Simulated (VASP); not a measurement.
Ge5H2: single point with PBE

The system is Ge5H2, a slab with vacuum.

```
CELL_PARAMETERS angstrom
8.14738 0.00000 0.00000
0.00000 8.14738 0.00000
0.00000 0.00000 19.51751
ATOMIC_POSITIONS crystal
Ge 0.50000 0.50000 0.25139
Ge 0.50000 0.00000 0.25139
Ge 0.00000 0.50000 0.25139
Ge 0.00000 0.00000 0.25139
Ge 0.75000 0.50000 0.32518
Ge 0.75000 0.00000 0.32518
Ge 0.25000 0.50000 0.32518
Ge 0.25000 0.00000 0.32518
Ge 0.74289 0.74831 0.39980
Ge 0.74289 0.25169 0.39980
Ge 0.25345 0.74854 0.39478
Ge 0.25345 0.25146 0.39478
Ge 0.00119 0.74529 0.46845
Ge 0.00119 0.25471 0.46845
Ge 0.49391 0.72536 0.47534
Ge 0.49391 0.27464 0.47534
Ge 0.09683 0.00000 0.52166
Ge 0.12002 0.50000 0.52166
Ge 0.39503 0.00000 0.50470
Ge 0.42542 0.50000 0.56245
H 0.50839 0.65021 0.20339
H 0.50839 0.34979 0.20339
H 0.50839 0.15021 0.20339
H 0.50839 0.84979 0.20339
H 0.99161 0.34979 0.20339
H 0.99161 0.65021 0.20339
H 0.99161 0.84979 0.20339
H 0.99161 0.15021 0.20339
```

```json
{
  "Program": "VASP 6.6.1",
  "Task": "single point",
  "Functional": "PBE",
  "Potentials or basis": "VASP PAW PBE potentials, release 64 (Ge_d, H)",
  "Cutoff": "410 eV",
  "k mesh": "3 × 3 × 1",
  "Occupations": "gaussian, width 0.05 eV",
  "Spin": "no spin polarisation",
  "Dipole correction": "yes",
  "Further INCAR settings": "ALGO = Normal; EDIFF = 1e-06; NBANDS = 164; NELMDL = -8"
}
```

- Largest force: 0.997 eV/Å
- Band gap on the k mesh: zero (bands 144 and 145 overlap by 0.09 eV)

Forces on the atoms (eV/Å):
```
Ge  -0.041  0.000  0.195
Ge   0.013  0.000  0.176
Ge   0.007  0.000  0.235
Ge   0.013  0.000  0.218
Ge  -0.032  0.000 -0.164
Ge  -0.106  0.000  0.069
Ge   0.121  0.000 -0.990
Ge   0.028  0.000 -0.642
Ge  -0.004  0.006 -0.001
Ge  -0.004 -0.006 -0.001
Ge  -0.001 -0.010 -0.007
Ge  -0.001  0.010 -0.007
Ge  -0.002  0.003 -0.005
Ge  -0.002 -0.003 -0.005
Ge   0.002 -0.002  0.002
Ge   0.002  0.002  0.002
Ge   0.011  0.000  0.560
Ge   0.000  0.000  0.130
Ge  -0.009  0.000  0.000
Ge   0.001  0.000  0.008
H   -0.001 -0.049  0.006
H   -0.001  0.049  0.006
H   -0.023 -0.040  0.037
H   -0.023  0.040  0.037
H    0.013  0.044  0.015
H    0.013 -0.044  0.015
H    0.013  0.029  0.056
H    0.013 -0.029  0.056
```

Levels at points of the mesh, in eV from the Fermi level:
```
           k point  band 142  band 143  band 144  band 145  band 146  band 147
(0.00, 0.00, 0.00)     -0.84     -0.61     -0.45     -0.09      0.48      0.56
```

It took 71 min on 1 thread of Intel Xeon 8259CL, with other jobs on the host, peak memory 1 GiB.
